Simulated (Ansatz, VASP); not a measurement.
BN: VASP beside Ansatz

```
B N
1.0
     4.46420    0.00000    0.00000
     0.00000    4.46420    0.00000
     0.00000    0.00000    2.61420
B N
4 4
Direct
  0.17413 0.82587 0.50000
  0.32587 0.32587 0.00000
  0.67413 0.67413 0.00000
  0.82587 0.17413 0.50000
  0.81239 0.81239 0.50000
  0.31239 0.68761 0.00000
  0.68761 0.31239 0.00000
  0.18761 0.18761 0.50000
```

Alike in both runs: task single point; functional PBEsol; k mesh 6 × 6 × 10; occupations gaussian, width 0.05 eV; no spin polarisation.

|  | VASP | Ansatz |
| --- | --- | --- |
| version | VASP 6.6.1 | Ansatz 0.2.0 |
| potentials or method | VASP PAW PBE potentials, release 64 (B, N), cutoff 520 eV | scalar-relativistic, plane waves, PAW |
| valence electrons in the cell | 32 | 32 |

VASP gave:

```
gap on the k mesh at the Fermi level (eV)                     : 4.61
least direct gap on the mesh (eV)                             : 5.65
pressure (GPa)                                                : -19.2
traceless stress, the component that is largest in VASP (GPa) : -8.84
rms of the force components (eV/Å)                            : 0.016
```

**Question.** Estimate Ansatz's values.

**Answer.** gap on the k mesh at the Fermi level (eV): 4.62; least direct gap on the mesh (eV): 5.66; pressure (GPa): -19.7; traceless stress, the component that is largest in VASP (GPa): -8.88; rms of the force components (eV/Å): 0.016.

VASP's potentials were made for PBE, not for PBEsol, and Ansatz warns of the same on its side. Atom by atom the forces differ by 0.003 eV/Å (rms over components).
